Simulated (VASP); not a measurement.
Here is a VASP 6.6.1 calculation.

INCAR

```
PREC     = Accurate       # precision mode
ENCUT    = 520            # plane-wave cutoff, eV
EDIFF    = 1E-6           # SCF threshold, eV
ISMEAR   = 1              # smearing method
SIGMA    = 0.1            # smearing width, eV
LREAL    = False          # projectors in reciprocal space
LASPH    = True           # aspherical terms in the spheres
NELM     = 60             # most SCF steps
ALGO     = Normal         # electronic algorithm
ISIF     = 2              # what is computed and relaxed
LWAVE    = False          # write WAVECAR
LCHARG   = True           # write CHGCAR
GGA      = CA             # functional
LELF     = True           # ELF
LVHAR    = True         
NBANDS   = 18             # bands
```

The input KPOINTS:

```
regular mesh
0
Gamma
  12 12 12
```

POSCAR

```
IrRu
1.0
    1.3360513800      0.7713698975      4.3860877406
   -1.3360513800      0.7713698975      4.3860877406
    0.0000000000     -1.5427388039      4.3860877406
Ru Ir
1 1
Direct
    0.5000000000      0.5000000000      0.5000000000
    0.0000000000      0.0000000000      0.0000000000
```

Potentials or basis: VASP PAW LDA potentials, release 64 (Ru_pv, Ir).

Launch:

```sh
$ cat potpaw_LDA.64/Ru_pv/POTCAR potpaw_LDA.64/Ir/POTCAR > POTCAR
$ mpirun -np 1 vasp_std > vasp.out
```

**Question.** What does it give for the band gap on the k mesh?

**Answer.** Zero (an odd number of electrons rules out a gap without spin polarisation).

**Question.** What does it give for the pressure?

**Answer.** -0.7 GPa.

Stress tensor (GPa, compression positive):
```
 0.13  0.00  0.00
 0.00  0.13  0.00
 0.00  0.00 -2.50
```

Caveat: spin-orbit coupling is left out, which moves the levels of the heavy elements.
